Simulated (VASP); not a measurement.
# K (P4/mmm) in VASP: notebook

K is run at these levels: r2SCAN; tasks: single point.

Everything below comes from runs of VASP 6.6.1. Logs are shortened: lines on timing, memory, paths and dates and some standing lists are left out, and cuts for length are marked.

**1. The cell of the first run**

The structure is tetragonal, space group P4/mmm (No. 123). The conventional cell has a = 10.248 Å, b = 10.248 Å, c = 4.325 Å, α = 90.00°, β = 90.00°, γ = 90.00°. K (site symmetry 4/mmm) has 2 K at 4.32 Å within 5.7 Å.

**2. Single point, r2SCAN**

The input, POSCAR:

```
K
1.0
   10.2475994333      0.0000000000      0.0000000000
    0.0000000000     10.2475994333      0.0000000000
    0.0000000000      0.0000000000      4.3245980000
K
1
Direct
    0.0000000000      0.0000000000      0.0000000000
```

The input, INCAR.step1:

```
SYSTEM = K
PREC = Accurate
ENCUT = 520
ISMEAR = -1
SIGMA = 0.1
LREAL = .False.
LASPH = .True.
NELM = 80
NBANDS = 10
GGA = PE
ALGO = Normal
EDIFF = 1E-4
LWAVE = .True.
LCHARG = .False.
```

The input, INCAR.step2:

```
SYSTEM = K
PREC = Accurate
ENCUT = 520
EDIFF = 1E-7
ISMEAR = -1
SIGMA = 0.1
LREAL = .False.
LASPH = .True.
NELM = 80
ALGO = Normal
ISIF = 2
LWAVE = .False.
LCHARG = .False.
METAGGA = R2SCAN
LMIXTAU = .True.
NBANDS = 10
ISTART = 1
```

The input, KPOINTS:

```
regular mesh
0
Gamma
  4 4 8
  0 0 0
```

Potentials or basis: VASP PAW PBE potentials, release 64 (K_sv).

Run with:

```sh
cat potpaw_PBE.64/K_sv/POTCAR > POTCAR
cp INCAR.step1 INCAR
mpirun -np 1 vasp_std > vasp.out
cp INCAR.step2 INCAR
mpirun -np 1 vasp_std > vasp.out
```

OUTCAR:

```text
SYSTEM = K
   PREC = Accurate
   ENCUT = 520
   EDIFF = 1E-7
   ISMEAR = -1
   LREAL = .False.
   LASPH = .True.
   NELM = 80
   ISIF = 2
   METAGGA = R2SCAN
   ISTART = 1

 ion  position               nearest neighbor table
   1  0.000  0.000  0.000-

  LATTYP: Found a simple tetragonal cell.
 ALAT       =    10.2475994333
 C/A-ratio  =     0.4220108356

  Lattice vectors:

 A1 = (  10.2475994333,   0.0000000000,   0.0000000000)
 A2 = (   0.0000000000,  10.2475994333,   0.0000000000)
 A3 = (   0.0000000000,   0.0000000000,   4.3245980000)

Analysis of symmetry for initial positions (statically):
=====================================================================
 Subroutine PRICEL returns:
 Original cell was already a primitive cell.

 Routine SETGRP: Setting up the symmetry group for a
 simple tetragonal supercell.

 Subroutine GETGRP returns: Found 16 space group operations
 (whereof 16 operations were pure point group operations)
 out of a pool of 16 trial point group operations.

The static configuration has the point symmetry D_4h.

Analysis of symmetry for dynamics (positions and initial velocities):
=====================================================================
 Subroutine PRICEL returns:
 Original cell was already a primitive cell.

 Routine SETGRP: Setting up the symmetry group for a
 simple tetragonal supercell.

 Subroutine GETGRP returns: Found 16 space group operations
 (whereof 16 operations were pure point group operations)
 out of a pool of 16 trial point group operations.

The dynamic configuration has the point symmetry D_4h.

 Subroutine INISYM returns: Found 16 space group operations
 (whereof 16 operations are pure point group operations),
 and found     1 'primitive' translations

----------------------------------------------------------------------------------------

                                     Primitive cell

  volume of cell :     454.1403

  direct lattice vectors                    reciprocal lattice vectors
    10.247599433  0.000000000  0.000000000     0.097583830  0.000000000  0.000000000
     0.000000000 10.247599433  0.000000000     0.000000000  0.097583830  0.000000000
     0.000000000  0.000000000  4.324598000     0.000000000  0.000000000  0.231235366

  length of vectors
    10.247599433 10.247599433  4.324598000     0.097583830  0.097583830  0.231235366

  position of ions in fractional coordinates (direct lattice)
     0.000000000  0.000000000  0.000000000

  ion indices of the primitive-cell ions
   primitive index   ion index
                 1           1

----------------------------------------------------------------------------------------

 KPOINTS: regular mesh

Automatic generation of k-mesh.
 Grid dimensions read from file:
 generate k-points for:    4    4    8

 Generating k-lattice:

  Cartesian coordinates                     Fractional coordinates (reciprocal lattice)
     0.024395957  0.000000000  0.000000000     0.250000000  0.000000000  0.000000000
     0.000000000  0.024395957  0.000000000     0.000000000  0.250000000  0.000000000
     0.000000000  0.000000000  0.028904421     0.000000000  0.000000000  0.125000000

  Length of vectors
     0.024395957  0.024395957  0.028904421

  Shift w.r.t. Gamma in fractional coordinates (k-lattice)
     0.000000000  0.000000000  0.000000000

 Subroutine IBZKPT returns following result:
 ===========================================

 Found     30 irreducible k-points:

 Following reciprocal coordinates:
            Coordinates               Weight
  0.000000  0.000000  0.000000      1.000000
  0.250000  0.000000  0.000000      4.000000
  0.500000  0.000000  0.000000      2.000000
  0.250000  0.250000  0.000000      4.000000
  0.500000  0.250000  0.000000      4.000000
  0.500000  0.500000  0.000000      1.000000
[... 16 lines left out ...]
  0.500000  0.250000  0.375000      8.000000
  0.500000  0.500000  0.375000      2.000000
 [... further k-points ...]
   k-points           NKPTS =     30   k-points in BZ     NKDIM =     30   number of bands    NBANDS=     10
   number of dos      NEDOS =    301   number of ions     NIONS =      1
   total plane-waves  NPLWV = 204800
   dimension x,y,z NGX =    80 NGY =   80 NGZ =   32
   dimension x,y,z NGXF=   160 NGYF=  160 NGZF=   64
   ions per type =               1
   NGX,Y,Z   is equivalent  to a cutoff of  12.98, 12.98, 12.30 a.u.
   NGXF,Y,Z  is equivalent  to a cutoff of  25.96, 25.96, 24.60 a.u.
 SYSTEM =  K
   PREC   = accura    normal or accurate (medium, high low for compatibility)
   ISTART =      1    job   : 0-new  1-cont  2-samecut
   ICHARG =      0    charge: 1-file 2-atom 10-const
   ISPIN  =      1    spin polarized calculation?
   LNONCOLLINEAR =      F non collinear calculations
   LSORBIT =      F    spin-orbit coupling
   LASPH  =      T    aspherical Exc in radial PAW
   ENCUT  =  520.0 eV  38.22 Ry    6.18 a.u.  19.05 19.05  8.04*2*pi/ulx,y,z
   NELM   =     80;   NELMIN=  2; NELMDL=  0     # of ELM steps
   EDIFF  = 0.1E-06   stopping-criterion for ELM
   LREAL  =      F    real-space projection
   EDIFFG = 0.1E-05   stopping-criterion for IOM
   NSW    =      0    number of steps for IOM
   IBRION =     -1    ionic relax: 0-MD 1-quasi-New 2-CG
   NFREE  =      0    steps in history (QN), initial steepest desc. (CG)
   ISIF   =      2    stress and relaxation
   ISYM   =      2    0-nonsym 1-usesym 2-fastsym
   POTIM  = 0.5000    time-step for ionic-motion
   TEBEG  =    0.0;   TEEND  =   0.0 temperature during run
   PSTRESS=    0.0 pullay stress
   NELECT =       9.0000    total number of electrons
   NUPDOWN=      -1.0000    fix difference up-down
   EMIN   =  10.00;   EMAX   =-10.00  energy-range for DOS
   EFERMI =   0.00;   METHOD = LEGACY
   ISMEAR =    -1;   SIGMA  =   0.10  broadening in eV -4-tet -1-fermi 0-gaus
   EFERMI_NEDOS =   21; number of points for ismear=-14 and -15
   IALGO  =     38    algorithm
   IMIX   =      4    mixing-type and parameters
     AMIX     =   0.40;   BMIX     =  1.00
     AMIX_MAG =   1.60;   BMIX_MAG =  1.00
  volume/ion in A,a.u.               =     454.14      3064.69
  Fermi-wavevector in a.u.,A,eV,Ry     =   0.443022  0.837191  2.670399  0.196269
  Thomas-Fermi vector in A             =   1.419276
   LORBIT       =      0    0 simple, 1 ext, 2 COOP (PROOUT), +10 PAW based schemes
   METAGGA = R2SCAN    functional components
   LHFCALC =     F    Hartree Fock is set to
   AEXX    =    0.0000 exact exchange contribution
   IVDW    =     0    specifies the selected vdW correction
   LEPSILON=     F    determine dielectric tensor
   LRPA    =     F    only Hartree local field effects (RPA)
 non-spin polarized calculation
  energy-cutoff  :      520.00
  volume of cell :      454.14
 maximum number of plane-waves:     12280
 NGX is ok and might be reduce to    80
   NGX = 39   NGY = 39   NGZ = 17

 number of electron       9.0000002 magnetization

 Free energy of the ion-electron system (eV)
  ---------------------------------------------------
  ext. energy  EPLUGINS =         0.00000000
  ---------------------------------------------------
  free energy    TOTEN  =        -5.46116551 eV

  energy without entropy =       -5.42368109  energy(sigma->0) =       -5.44242330

 E-fermi :  -1.9611     XC(G=0):  -1.9237

 val. band max:       -1.9635531655   @ k =   0.5000   0.0000   0.2500
 cond. band min:      -1.9454847656   @ k =   0.5000   0.2500   0.2500
 fundamental gap:      0.0180683999
 Fermi energy:        -1.9610642122

 k-point     1 :       0.0000    0.0000    0.0000
  band No.  band energies     occupation
      1     -36.1417      2.00000
      2     -18.8540      2.00000
      3     -18.8540      2.00000
      4     -18.7672      2.00000
      5      -2.6354      1.99765
      6      -0.5827      0.00000
      7      -0.5827      0.00000
      8       0.1956      0.00000
      9       0.4119      0.00000
     10       0.9970      0.00000

 k-point     2 :       0.2500    0.0000    0.0000
  band No.  band energies     occupation
      1     -36.1417      2.00000
      2     -18.8540      2.00000
      3     -18.8540      2.00000
      4     -18.7672      2.00000
      5      -2.6180      1.99720
      6      -0.7858      0.00002
      7      -0.5621      0.00000
      8       0.3280      0.00000
      9       0.6904      0.00000
     10       0.8531      0.00000

 k-point     3 :       0.5000    0.0000    0.0000
  band No.  band energies     occupation
      1     -36.1417      2.00000
      2     -18.8540      2.00000
      3     -18.8540      2.00000
      4     -18.7672      2.00000
      5      -2.5995      1.99663
      6      -0.9283      0.00007
      7      -0.5398      0.00000
      8       0.3958      0.00000
      9       0.7359      0.00000
     10       1.1111      0.00000

 k-point     4 :       0.2500    0.2500    0.0000
  band No.  band energies     occupation
      1     -36.1417      2.00000
      2     -18.8540      2.00000
      3     -18.8540      2.00000
      4     -18.7672      2.00000
      5      -2.6009      1.99668
      6      -0.7687      0.00001
      7      -0.7471      0.00001
      8       0.5632      0.00000
      9       0.6941      0.00000
     10       0.7728      0.00000

 k-point     5 :       0.5000    0.2500    0.0000
  band No.  band energies     occupation
      1     -36.1417      2.00000
      2     -18.8540      2.00000
      3     -18.8540      2.00000
      4     -18.7672      2.00000
      5      -2.5829      1.99602
      6      -0.8977      0.00005
      7      -0.7272      0.00001
      8       0.4416      0.00000
      9       0.7413      0.00000
     10       1.1236      0.00000

 k-point     6 :       0.5000    0.5000    0.0000
  band No.  band energies     occupation
      1     -36.1417      2.00000
      2     -18.8540      2.00000
      3     -18.8540      2.00000
      4     -18.7672      2.00000
      5      -2.5653      1.99526
      6      -0.8631      0.00003
      7      -0.8631      0.00003
      8       0.2632      0.00000
      9       1.0726      0.00000
     10       1.1865      0.00000
[... 183 lines left out ...]
 k-point    21 :       0.5000    0.0000    0.3750
  band No.  band energies     occupation
      1     -36.1381      2.00000
      2     -18.8469      2.00000
      3     -18.8469      2.00000
      4     -18.8376      2.00000
      5      -1.2274      0.00130
      6       0.0927      0.00000
      7       0.3359      0.00000
      8       0.8262      0.00000
      9       1.7120      0.00000
     10       1.7740      0.00000

 k-point    22 :       0.2500    0.2500    0.3750
  band No.  band energies     occupation
      1     -36.1381      2.00000
      2     -18.8469      2.00000
      3     -18.8469      2.00000
      4     -18.8376      2.00000
      5      -1.2292      0.00133
      6       0.2049      0.00000
      7       0.2151      0.00000
      8       0.8314      0.00000
      9       1.6715      0.00000
     10       1.7453      0.00000

 k-point    23 :       0.5000    0.2500    0.3750
  band No.  band energies     occupation
      1     -36.1381      2.00000
      2     -18.8469      2.00000
      3     -18.8469      2.00000
      4     -18.8376      2.00000
      5      -1.2090      0.00108
      6       0.1129      0.00000
      7       0.2277      0.00000
      8       0.8634      0.00000
      9       1.5782      0.00000
     10       1.8455      0.00000

 k-point    24 :       0.5000    0.5000    0.3750
  band No.  band energies     occupation
      1     -36.1381      2.00000
      2     -18.8469      2.00000
      3     -18.8469      2.00000
      4     -18.8376      2.00000
      5      -1.1894      0.00089
      6       0.1347      0.00000
      7       0.1347      0.00000
      8       0.8953      0.00000
      9       1.4580      0.00000
     10       1.8517      0.00000

 [... further k-points ...]

------------------------ aborting loop because EDIFF is reached ----------------------------------------

  FORCE on cell =-STRESS in cart. coord.  units (eV):
  Direction    XX          YY          ZZ          XY          YZ          ZX
  --------------------------------------------------------------------------------------
  -------------------------------------------------------------------------------------
  Total       -0.0276720     -0.0276720      0.0478137      0.0000000      0.0000000      0.0000000
  in kB       -0.0976249     -0.0976249      0.1686838      0.0000000      0.0000000      0.0000000
  external PRESSURE =      -0.0088553 kB  Pullay stress =       0.0000000 kB

 VOLUME and BASIS-vectors are now :
 -----------------------------------------------------------------------------
  energy-cutoff  :      520.00
  volume of cell :      454.14
      direct lattice vectors                 reciprocal lattice vectors
    10.247599433  0.000000000  0.000000000     0.097583830  0.000000000  0.000000000
     0.000000000 10.247599433  0.000000000     0.000000000  0.097583830  0.000000000
     0.000000000  0.000000000  4.324598000     0.000000000  0.000000000  0.231235366

 POSITION                                       TOTAL-FORCE (eV/Angst)
 -----------------------------------------------------------------------------------
      0.00000      0.00000      0.00000         0.000000      0.000000      0.000000
 -----------------------------------------------------------------------------------
    total drift:                                0.000000      0.000000     -0.000000

  FREE ENERGIE OF THE ION-ELECTRON SYSTEM (eV)
  ---------------------------------------------------
  free  energy   TOTEN  =        -5.4611655130 eV

  energy  without entropy=       -5.4236810917  energy(sigma->0) =       -5.44242330
```

Wall time 8.9 min (1 thread of Intel Xeon Platinum 8488C (Sapphire Rapids), shared host); peak memory 0.58 GiB.

Results:

```yaml
Free_energy: -5.4612 eV
Pressure: 0.0 GPa
Band_gap_on_the_k_mesh: zero (an odd number of electrons rules out a gap without spin polarisation)
```

Caveat: the PAW data sets were made with another functional, which shifts forces and pressure a little.

[end of part 1 of 2]
